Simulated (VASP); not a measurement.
Crystal: Ge2Sb2O.

```
Ge Sb O
1.0
     3.67290    0.00000    0.00000
    -1.83645    3.18082    0.00000
     0.00000    0.00000    9.31232
Ge Sb O
2 2 1
Direct
  0.33333 0.66667 0.00000
  0.66667 0.33333 0.00000
  0.00000 0.00000 0.77327
  0.00000 0.00000 0.22673
  0.00000 0.00000 0.00000
```

The cell was built from a structure type or drawn by symmetry, and may not be a known phase.

* Program: VASP 6.6.1
* Task: relaxation of cell and atoms
* Functional: PBE
* Potentials or basis: VASP PAW PBE potentials, release 64 (Ge_d, Sb, O)
* Cutoff: 600 eV
* k mesh: 6 × 6 × 2
* Occupations: gaussian, width 0.1 eV
* Spin: no spin polarisation

At the start: pressure 43.5 GPa; volume 21.76 Å³/atom.

Task: Where does the relaxation end?

Result: Over 14 steps the energy falls by 1430.0 meV/atom and the volume is 33.11 Å³/atom (+52.2 %); space group P6/mmm (No. 191, to 0.1 Å) before and after.

Step by step:
```tsv
step	energy change (eV)	largest force (eV/Å)	pressure (GPa)	volume (Å³)
1	0.0000	3.1537	43.52	108.79
2	-4.1407	2.3180	-7.82	227.93
3	-6.2374	1.2760	-1.10	164.70
4	-6.2358	1.3191	-1.42	165.96
5	-6.8621	1.1038	-0.61	163.04
6	-6.9753	2.0782	3.69	158.40
7	-7.0908	0.3789	0.60	161.08
8	-7.1130	0.5779	1.84	159.82
9	-7.1192	0.2267	1.39	160.23
10	-7.1186	0.3427	1.54	160.09
11	-7.1456	0.1689	-0.22	167.09
12	-7.1484	0.2078	0.17	165.38
13	-7.1482	0.1346	-0.30	165.74
14	-7.1501	0.0392	-0.06	165.55
```

Final structure:
```cif
data_structure
_symmetry_space_group_name_H-M 'P 1'
_symmetry_Int_Tables_number 1
_cell_length_a 4.6623
_cell_length_b 4.6623
_cell_length_c 8.7943
_cell_angle_alpha 90.000
_cell_angle_beta 90.000
_cell_angle_gamma 120.000
_cell_volume 165.55
loop_
_atom_site_label
_atom_site_type_symbol
_atom_site_fract_x
_atom_site_fract_y
_atom_site_fract_z
_atom_site_occupancy
Ge1 Ge 0.33333 0.66667 0.00000 1
Ge2 Ge 0.66667 0.33333 0.00000 1
Sb1 Sb 0.00000 0.00000 0.77252 1
Sb2 Sb 0.00000 0.00000 0.22748 1
O1 O 0.00000 0.00000 0.00000 1
```

Caveat: the volume moved by over 15 % at a fixed basis, so the end points are rough.
